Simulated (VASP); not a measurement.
TiClO, 6 atoms in the cell. It takes space group Pmmn (No. 59, orthorhombic). Conventional cell: a = 3.334 Å, b = 3.739 Å, c = 7.921 Å, α = 90.00°, β = 90.00°, γ = 90.00°. Within 2.6 Å of Ti (site symmetry mm2) lie 4 O at 1.92 to 2.23 Å and 2 Cl at 2.29 Å. Cl (site symmetry mm2) has 2 Ti at 2.29 Å and 5 O at 3.05 to 3.22 Å and 2 Cl at 3.33 Å within 3.4 Å. Within 2.6 Å of O (site symmetry mm2) lie 4 Ti at 1.92 to 2.23 Å. 

```yaml
Program: VASP 6.6.1
Task: single point
Functional: PBEsol
Potentials_or_basis: VASP PAW PBE potentials, release 64 (Ti_sv, Cl, O)
Cutoff: 520 eV
k_mesh: 8 × 7 × 4
Occupations: fermi-dirac, width 0.1 eV
Spin: no spin polarisation
Dipole_correction: no
Further_INCAR_settings: ALGO = Normal; EDIFF = 1e-06; NBANDS = 34
```

Potentials or basis: VASP PAW PBE potentials, release 64 (Ti_sv, Cl, O).

The run is started by

```console
$ cat potpaw_PBE.64/Ti_sv/POTCAR potpaw_PBE.64/Cl/POTCAR potpaw_PBE.64/O/POTCAR > POTCAR
$ mpirun -np 1 vasp_std > vasp.out
```

Hardware: 1 thread of AMD EPYC 9R45 96-Core Processor (Zen 5), with other jobs on the host.

Question: How long does it take, and how much memory?

Answer: Wall time 110 s on 1 thread of AMD EPYC 9R45 96-Core Processor (Zen 5), with other jobs on the host, peak memory 0.28 GiB. Counts: scf iterations 17, k points 60.
